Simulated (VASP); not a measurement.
# Au in VASP: further runs

Runs on Au. Level: PBEsol. Tasks: single point.

All numbers are computed with VASP 6.6.1; they aren't measurements. Logs are shortened: lines on timing, memory, paths and dates and some standing lists are left out, and cuts for length are marked.

**1. The cell of the first run**

It takes space group I4/mmm (No. 139, tetragonal). Conventional cell: a = 2.801 Å, b = 2.801 Å, c = 4.294 Å, α = 90.00°, β = 90.00°, γ = 90.00°. Within 3.7 Å of Au (site symmetry 4/mmm) lie 12 Au at 2.80 to 2.92 Å.

**2. Single point, PBEsol (biaxial strain in the a-b plane: -3.0 %, then relaxed in part)**

The input, INCAR:

```
PREC = Accurate ; ENCUT = 520
EDIFF = 1E-6 ; ISMEAR = 0
SIGMA = 0.1 ; LREAL = F
LASPH = T ; NELM = 60
ALGO = Fast ; ISIF = 2
LWAVE = F ; LCHARG = F
GGA = PS ; NBANDS = 18
```

The input, KPOINTS:

```
Automatic mesh
0
Gamma
  18 18 14
```

The input, POSCAR:

```
Au
1.0
    1.9806235371      1.9806235371      0.0000000000
   -1.9806235371      1.9806235371      0.0000000000
    0.0000000000      0.0000000000      4.2940724340
Au
2
Direct
    0.0000000000      0.0000000000      0.0000000000
    0.5000000000      0.5000000000      0.5000000000
```

Potentials or basis: VASP PAW PBE potentials, release 64 (Au).

Command:

```bash
$ cat potpaw_PBE.64/Au/POTCAR > POTCAR
$ mpirun -np 1 vasp_std > vasp.out
```

OUTCAR:

```text
PREC = Accurate
   ENCUT = 520
   EDIFF = 1E-6
   ISMEAR = 0
   LREAL = F
   LASPH = T
   NELM = 60
   ISIF = 2
   GGA = PS

 ion  position               nearest neighbor table
   1  0.000  0.000  0.000-   2 2.92   2 2.92   2 2.92   2 2.92   2 2.92   2 2.92   2 2.92   2 2.92

   2  0.500  0.500  0.500-   1 2.92   1 2.92   1 2.92   1 2.92   1 2.92   1 2.92   1 2.92   1 2.92

  LATTYP: Found a simple tetragonal cell.
 ALAT       =     2.8010246681
 C/A-ratio  =     1.5330362788

  Lattice vectors:

 A1 = (   1.9806235371,   1.9806235371,   0.0000000000)
 A2 = (  -1.9806235371,   1.9806235371,   0.0000000000)
 A3 = (   0.0000000000,   0.0000000000,   4.2940724340)

Analysis of symmetry for initial positions (statically):
=====================================================================
 Subroutine PRICEL returns following result:

  LATTYP: Found a body centered tetragonal cell.
 ALAT       =     2.8010246681
 C/A-ratio  =     1.5330362788

  Lattice vectors:

 A1 = (   1.9806235371,   0.0000000000,  -2.1470362170)
 A2 = (  -1.9806235371,   0.0000000000,  -2.1470362170)
 A3 = (   0.0000000000,   1.9806235371,   2.1470362170)

   2 primitive cells build up your supercell.

 Routine SETGRP: Setting up the symmetry group for a
 simple tetragonal supercell.

 Subroutine GETGRP returns: Found 16 space group operations
 (whereof 16 operations were pure point group operations)
 out of a pool of 16 trial point group operations.

The static configuration has the point symmetry D_4h.

Analysis of symmetry for dynamics (positions and initial velocities):
=====================================================================
 Subroutine PRICEL returns following result:

  LATTYP: Found a body centered tetragonal cell.
 ALAT       =     2.8010246681
 C/A-ratio  =     1.5330362788

  Lattice vectors:

 A1 = (   1.9806235371,   0.0000000000,  -2.1470362170)
 A2 = (  -1.9806235371,   0.0000000000,  -2.1470362170)
 A3 = (   0.0000000000,   1.9806235371,   2.1470362170)

   2 primitive cells build up your supercell.

 Routine SETGRP: Setting up the symmetry group for a
 simple tetragonal supercell.

 Subroutine GETGRP returns: Found 16 space group operations
 (whereof 16 operations were pure point group operations)
 out of a pool of 16 trial point group operations.

The dynamic configuration has the point symmetry D_4h.
[... 92 lines left out ...]
   LNONCOLLINEAR =      F non collinear calculations
   LSORBIT =      F    spin-orbit coupling
   LASPH  =      T    aspherical Exc in radial PAW
   ENCUT  =  520.0 eV  38.22 Ry    6.18 a.u.   5.21  5.21  7.98*2*pi/ulx,y,z
   NELM   =     60;   NELMIN=  2; NELMDL= -5     # of ELM steps
   EDIFF  = 0.1E-05   stopping-criterion for ELM
   LREAL  =      F    real-space projection
   EDIFFG = 0.1E-04   stopping-criterion for IOM
   NSW    =      0    number of steps for IOM
   IBRION =     -1    ionic relax: 0-MD 1-quasi-New 2-CG
   NFREE  =      0    steps in history (QN), initial steepest desc. (CG)
   ISIF   =      2    stress and relaxation
   ISYM   =      2    0-nonsym 1-usesym 2-fastsym
   POTIM  = 0.5000    time-step for ionic-motion
   TEBEG  =    0.0;   TEEND  =   0.0 temperature during run
   PSTRESS=    0.0 pullay stress
   NELECT =      22.0000    total number of electrons
   NUPDOWN=      -1.0000    fix difference up-down
   EMIN   =  10.00;   EMAX   =-10.00  energy-range for DOS
   EFERMI =   0.00;   METHOD = LEGACY
   ISMEAR =     0;   SIGMA  =   0.10  broadening in eV -4-tet -1-fermi 0-gaus
   EFERMI_NEDOS =   21; number of points for ismear=-14 and -15
   IALGO  =     68    algorithm
   IMIX   =      4    mixing-type and parameters
     AMIX     =   0.40;   BMIX     =  1.00
     AMIX_MAG =   1.60;   BMIX_MAG =  1.00
  volume/ion in A,a.u.               =      16.85       113.68
  Fermi-wavevector in a.u.,A,eV,Ry     =   1.420304  2.683985 27.446536  2.017263
  Thomas-Fermi vector in A             =   2.541233
   LORBIT       =      0    0 simple, 1 ext, 2 COOP (PROOUT), +10 PAW based schemes
   GGA     = PS    functional components
   LHFCALC =     F    Hartree Fock is set to
   AEXX    =    0.0000 exact exchange contribution
   IVDW    =     0    specifies the selected vdW correction
   LEPSILON=     F    determine dielectric tensor
   LRPA    =     F    only Hartree local field effects (RPA)
 non-spin polarized calculation
 RMM-DIIS sequential band-by-band and
 Gauss-broadening in eV      SIGMA  =   0.10
  energy-cutoff  :      520.00
  volume of cell :       33.69
 maximum number of plane-waves:       930
 NGX is ok and might be reduce to    24
   NGX = 11   NGY = 11   NGZ = 15

 number of electron      21.9999999 magnetization

 Free energy of the ion-electron system (eV)
  ---------------------------------------------------
  ext. energy  EPLUGINS =         0.00000000
  ---------------------------------------------------
  free energy    TOTEN  =        -7.82914016 eV

  energy without entropy =       -7.82563287  energy(sigma->0) =       -7.82738652

 E-fermi :   9.5016     XC(G=0): -12.9531

 val. band max:        9.4956324185   @ k =   0.3889   0.2778   0.3571
 cond. band min:       9.5047773351   @ k =   0.3333   0.0000   0.3571
 fundamental gap:      0.0091449166
 Fermi energy:         9.5016366772

 k-point     1 :       0.0000    0.0000    0.0000
  band No.  band energies     occupation
      1      -0.5701      2.00000
      2       2.1855      2.00000
      3       2.5685      2.00000
      4       4.2276      2.00000
      5       5.0082      2.00000
      6       5.0082      2.00000
[... 481 lines left out ...]
      5       4.3763      2.00000
      6       4.7846      2.00000
[... 10 lines left out ...]
     17      23.0191      0.00000
     18      27.4703      0.00000

 [... further k-points ...]

------------------------ aborting loop because EDIFF is reached ----------------------------------------

  FORCE on cell =-STRESS in cart. coord.  units (eV):
  Direction    XX          YY          ZZ          XY          YZ          ZX
  --------------------------------------------------------------------------------------
  -------------------------------------------------------------------------------------
  Total        0.6184794      0.6184794     -0.0482179      0.0000000     -0.0000000      0.0000000
  in kB       29.4125433     29.4125433     -2.2930595      0.0000000     -0.0000000      0.0000000
  external PRESSURE =      18.8440090 kB  Pullay stress =       0.0000000 kB

 VOLUME and BASIS-vectors are now :
 -----------------------------------------------------------------------------
  energy-cutoff  :      520.00
  volume of cell :       33.69
      direct lattice vectors                 reciprocal lattice vectors
     1.980623537  1.980623537  0.000000000     0.252445753  0.252445753  0.000000000
    -1.980623537  1.980623537  0.000000000    -0.252445753  0.252445753  0.000000000
     0.000000000  0.000000000  4.294072434     0.000000000  0.000000000  0.232879164

 POSITION                                       TOTAL-FORCE (eV/Angst)
 -----------------------------------------------------------------------------------
      0.00000      0.00000      0.00000        -0.000000     -0.000000     -0.000000
      0.00000      1.98062      2.14704         0.000000      0.000000      0.000000
 -----------------------------------------------------------------------------------
    total drift:                               -0.000000      0.000000     -0.000000

  FREE ENERGIE OF THE ION-ELECTRON SYSTEM (eV)
  ---------------------------------------------------
  free  energy   TOTEN  =        -7.8291401581 eV

  energy  without entropy=       -7.8256328726  energy(sigma->0) =       -7.82738652
```

It took 1.8 min on 1 thread of Intel Xeon 6975P-C (Granite Rapids), shared host; peak memory 0.31 GiB.

What came out:

| Item | Value |
| --- | --- |
| Free energy | -7.8291 eV |
| Pressure | 1.9 GPa |
| Band gap on the k mesh | zero (band 11 reaches 15.00 eV, above the bottom of band 12 at 7.09 eV) |

Stress tensor (GPa, compression positive):
```
 2.94  0.00  0.00
 0.00  2.94  0.00
 0.00  0.00 -0.23
```

Caveat: the cell differs from its parent crystal (biaxial strain in the a-b plane: -3.0 %, then relaxed in part); the PAW data sets were made with another functional, which shifts forces and pressure a little; spin-orbit coupling is left out, which moves the levels of the heavy elements.

**3. Single point, PBEsol (biaxial strain in the a-b plane: -2.0 %, then relaxed in part)**

The input, INCAR:

```
  ALGO = Fast
  EDIFF = 1E-6
  ENCUT = 520
  GGA = PS
  ISIF = 2
  ISMEAR = 0
  LASPH = T
  LCHARG = F
  LREAL = F
  LWAVE = F
  NBANDS = 18
  NELM = 80
  PREC = Accurate
  SIGMA = 0.1
```

The input, KPOINTS:

```
k-points
0
Gamma
  18 18 14
```

The input, POSCAR:

```
Au
1.0
    2.0010423365      2.0010423365      0.0000000000
   -2.0010423365      2.0010423365      0.0000000000
    0.0000000000      0.0000000000      4.2204407921
Au
2
Direct
    0.0000000000      0.0000000000      0.0000000000
    0.5000000000      0.5000000000      0.5000000000
```

Potentials or basis: VASP PAW PBE potentials, release 64 (Au).

Command:

```bash
$ cat potpaw_PBE.64/Au/POTCAR > POTCAR
$ mpirun -np 1 vasp_std > vasp.out
```

Run time: 1.9 min. Hardware: 1 thread of Intel Xeon 6975P-C (Granite Rapids), shared host; peak memory 0.32 GiB.

The run converged. Its results:

* Free energy: -7.8399 eV
* Pressure: 1.1 GPa
* Band gap on the k mesh: zero (band 11 reaches 14.68 eV, above the bottom of band 12 at 6.96 eV)

Stress tensor (GPa, compression positive):
```
 1.74  0.00  0.00
 0.00  1.74  0.00
 0.00  0.00 -0.25
```

Levels at points of the mesh, in eV from the Fermi level:
```csv
k point,band 7,band 8,band 9,band 10,band 11,band 12,band 13,band 14,band 15,band 16
"(0.00, 0.00, 0.00)",-3.49,-2.94,-1.99,-1.68,-1.68,0.33,4.97,10.59,10.59,14.51
"(0.50, 0.00, 0.00)",-3.76,-3.76,-3.11,-3.11,-0.02,-0.02,7.84,7.84,9.84,9.84
"(0.50, 0.50, 0.00)",-1.85,-1.85,-1.44,-1.44,1.22,1.22,6.22,6.22,9.61,9.61
"(0.00, 0.00, 0.50)",-3.38,-3.38,-3.38,-3.38,-2.49,-2.49,15.05,15.05,15.05,15.05
"(0.50, 0.00, 0.50)",-2.09,-2.09,-1.88,-1.88,-1.08,-1.08,3.09,3.09,13.76,13.76
"(0.50, 0.50, 0.50)",-3.40,-3.40,-1.44,-1.44,5.20,5.20,6.18,6.18,6.18,6.18
```

Caveat: the cell differs from its parent crystal (biaxial strain in the a-b plane: -2.0 %, then relaxed in part); the PAW data sets were made with another functional, which shifts forces and pressure a little; spin-orbit coupling is left out, which moves the levels of the heavy elements.

**4. Single point, PBEsol (biaxial strain in the a-b plane: -1.0 %, then relaxed in part)**

The input, INCAR:

```
PREC = Accurate
ENCUT = 520
EDIFF = 1E-6
ISMEAR = 0
SIGMA = 0.1
LREAL = False
LASPH = True
NELM = 100
ALGO = Fast
ISIF = 2
LWAVE = False
LCHARG = False
GGA = PS
NBANDS = 18
```

The input, KPOINTS:

```
regular mesh
0
Gamma
  18 18 14
```

The input, POSCAR:

```
Au
1.0
    2.0214611358      2.0214611358      0.0000000000
   -2.0214611358      2.0214611358      0.0000000000
    0.0000000000      0.0000000000      4.1443231291
Au
2
Direct
    0.0000000000      0.0000000000      0.0000000000
    0.5000000000      0.5000000000      0.5000000000
```

Command:

```bash
$ cat potpaw_PBE.64/Au/POTCAR > POTCAR
$ mpirun -np 1 vasp_std > vasp.out
```

It took 1.9 min on 1 thread of Intel Xeon 6975P-C (Granite Rapids), shared host; peak memory 0.32 GiB.

It converged, with:

* Free energy: -7.8468 eV
* Pressure: 0.6 GPa
* Band gap on the k mesh: zero (band 11 reaches 14.37 eV, above the bottom of band 12 at 6.85 eV)

Stress tensor (GPa, compression positive):
```
 1.05  0.00  0.00
 0.00  1.05  0.00
 0.00  0.00 -0.23
```

Levels at points of the mesh, in eV from the Fermi level:
| k point | band 8 | band 9 | band 10 | band 11 | band 12 | band 13 | band 14 | band 15 |
| --- | --- | --- | --- | --- | --- | --- | --- | --- |
| (0.00, 0.00, 0.00) | -3.06 | -2.00 | -1.66 | -1.66 | 0.64 | 5.39 | 10.25 | 10.25 |
| (0.50, 0.00, 0.00) | -3.77 | -3.15 | -3.15 | -0.16 | -0.16 | 8.19 | 8.19 | 10.05 |
| (0.50, 0.50, 0.00) | -1.73 | -1.55 | -1.55 | 1.07 | 1.07 | 5.97 | 5.97 | 9.79 |
| (0.00, 0.00, 0.50) | -3.43 | -3.43 | -3.43 | -2.55 | -2.55 | 14.90 | 14.90 | 14.90 |
| (0.50, 0.00, 0.50) | -2.02 | -1.92 | -1.92 | -1.07 | -1.07 | 3.07 | 3.07 | 13.89 |
| (0.50, 0.50, 0.50) | -3.37 | -1.54 | -1.54 | 4.93 | 4.93 | 6.22 | 6.22 | 6.22 |

Caveat: the cell differs from its parent crystal (biaxial strain in the a-b plane: -1.0 %, then relaxed in part); the PAW data sets were made with another functional, which shifts forces and pressure a little; spin-orbit coupling is left out, which moves the levels of the heavy elements.

[end of part 1 of 2]
